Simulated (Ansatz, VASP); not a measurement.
# Te: VASP beside Ansatz

```
Te
1.0
     4.27721    0.00000    0.00000
    -2.13861    3.70417    0.00000
     0.00000    0.00000    5.85183
Te
3
Direct
  0.28331 0.00000 0.33333
  0.00000 0.28331 0.66667
  0.71669 0.71669 0.00000
```

Alike in both runs: task single point; functional PBEsol; k mesh 8 × 8 × 5; occupations fermi-dirac, width 0.05 eV; no spin polarisation.

```csv
,VASP,Ansatz
version,VASP 6.6.1,Ansatz 0.2.0
potentials or method,"VASP PAW PBE potentials, release 64 (Te), cutoff 520 eV","plane waves (420 eV) with PAW, scalar-relativistic"
valence electrons in the cell,18,48
```

|  | VASP | Ansatz | Ansatz less VASP |
| --- | --- | --- | --- |
| pressure (GPa) | 2.5 | 2.4 | -0.10 |
| traceless stress, the component that is largest in VASP (GPa) | 0.84 | 0.79 | -0.052 |

VASP's potentials were made for PBE, not for PBEsol, and Ansatz warns of the same on its side. With one functional, cell and mesh, what is left measures potentials, basis and numerics. VASP's potentials hold 18 valence electrons a cell and Ansatz's 48, so a difference there can come from the potentials and not from the codes.

Neither program's run includes spin-orbit coupling.
